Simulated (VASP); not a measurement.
Here is a VASP 6.6.1 calculation.

POSCAR

```
ZnO
1.0
    3.1448450823      0.0000000000      0.0000000000
   -1.5724225411      2.7235157322      0.0000000000
    0.0000000000      0.0000000000      5.0641646833
Zn O
2 2
Direct
    0.6666666667      0.3333333333      0.5003397240
    0.3333333333      0.6666666667      0.0003397240
    0.6666666667      0.3333333333      0.8799702760
    0.3333333333      0.6666666667      0.3799702760
```

Contents of INCAR.step1:

```
PREC = Accurate
ENCUT = 600
ISMEAR = 0
SIGMA = 0.02
LREAL = F
LASPH = T
NELM = 100
GGA = PE
ALGO = Normal
EDIFF = 1E-4
LWAVE = T
LCHARG = F
```

INCAR.step2

```
PREC = Accurate
ENCUT = 600
EDIFF = 1E-7
ISMEAR = 0
SIGMA = 0.02
LREAL = F
LASPH = T
NELM = 100
ALGO = Normal
ISIF = 3
LWAVE = F
LCHARG = F
METAGGA = R2SCAN
LMIXTAU = T
IBRION = 2
NSW = 70
EDIFFG = -0.008
PSTRESS = 150.0
ISTART = 1
```

Contents of KPOINTS:

```
regular mesh
0
Gamma
  12 12 6
```

Potentials or basis: VASP PAW PBE potentials, release 64 (Zn, O).

Command:

```console
$ cat potpaw_PBE.64/Zn/POTCAR potpaw_PBE.64/O/POTCAR > POTCAR
$ cp INCAR.step1 INCAR
$ mpirun -np 1 vasp_std > vasp.out
$ cp INCAR.step2 INCAR
$ mpirun -np 1 vasp_std > vasp.out
```

(1) Estimate the space group after relaxing (to 0.1 Å).

(2) Predict the band gap on the k mesh.

(3) Predict the relaxed volume.

(4) Predict the relaxed cell.

Answers

(1) P6_3mc (No. 186).

(2) 1.35 eV.

(3) 10.93 Å³/atom.

(4) a = 3.153 Å, b = 3.153 Å, c = 5.078 Å, α = 90.00°, β = 90.00°, γ = 120.00°.

Caveat: the cell is relaxed towards a set pressure, so the run minimises the enthalpy, not the energy; the PAW data sets were made with another functional, which shifts forces and pressure a little.
